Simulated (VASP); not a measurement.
The system is Ti2Al.

```
Al Ti
1.0
     4.54133    0.00000    0.00000
    -2.27066    3.93290    0.00000
     0.00000    0.00000    5.56197
Al Ti
2 4
Direct
  0.00000 0.00000 0.00000
  0.33333 0.66667 0.16667
  0.66667 0.33333 0.33333
  0.00000 0.00000 0.50000
  0.66667 0.33333 0.83333
  0.33333 0.66667 0.66667
```

| Quantity | Value |
| --- | --- |
| Program | VASP 6.6.1 |
| Task | relaxation of cell and atoms |
| Functional | PBEsol |
| Potentials or basis | VASP PAW PBE potentials, release 64 (Al, Ti_sv) |
| Cutoff | 600 eV |
| k mesh | 9 × 9 × 6 |
| Occupations | gaussian, width 0.1 eV |
| Spin | no spin polarisation |

At the start: pressure -3.2 GPa; volume 16.56 Å³/atom.

**Question.** How do energy, volume and symmetry change on relaxing?

**Answer.** Over 11 steps the energy falls by 23.3 meV/atom and the volume is 16.17 Å³/atom (-2.3 %); space group P-3m1 (No. 164, to 0.05 Å).

The path:
| step | energy change (eV) | largest force (eV/Å) | pressure (GPa) | volume (Å³) |
| --- | --- | --- | --- | --- |
| 1 | 0.0000 | 0.9258 | -3.21 | 99.34 |
| 2 | -0.0931 | 0.4690 | 2.56 | 94.65 |
| 3 | -0.0941 | 0.5167 | 1.99 | 95.07 |
| 4 | -0.1347 | 0.1240 | 0.77 | 96.31 |
| 5 | -0.1381 | 0.0597 | 0.33 | 96.80 |
| 6 | -0.1386 | 0.0376 | -0.24 | 97.24 |
| 7 | -0.1387 | 0.0393 | -0.11 | 97.12 |
| 8 | -0.1390 | 0.0283 | -0.06 | 97.08 |
| 9 | -0.1392 | 0.0208 | 0.03 | 96.98 |
| 10 | -0.1395 | 0.0133 | 0.03 | 97.01 |
| 11 | -0.1395 | 0.0086 | 0.01 | 97.02 |

Final structure:
```
Al Ti
1.0
     4.48851    0.00000    0.00000
    -2.24425    3.88716    0.00000
     0.00000    0.00000    5.56060
Al Ti
2 4
Direct
  0.00000 0.00000 0.00001
  0.33333 0.66667 0.16666
  0.66667 0.33333 0.34954
  0.00000 0.00000 0.50941
  0.66667 0.33333 0.81713
  0.33333 0.66667 0.65725
```

Caveat: the PAW data sets were made with another functional, which shifts forces and pressure a little.
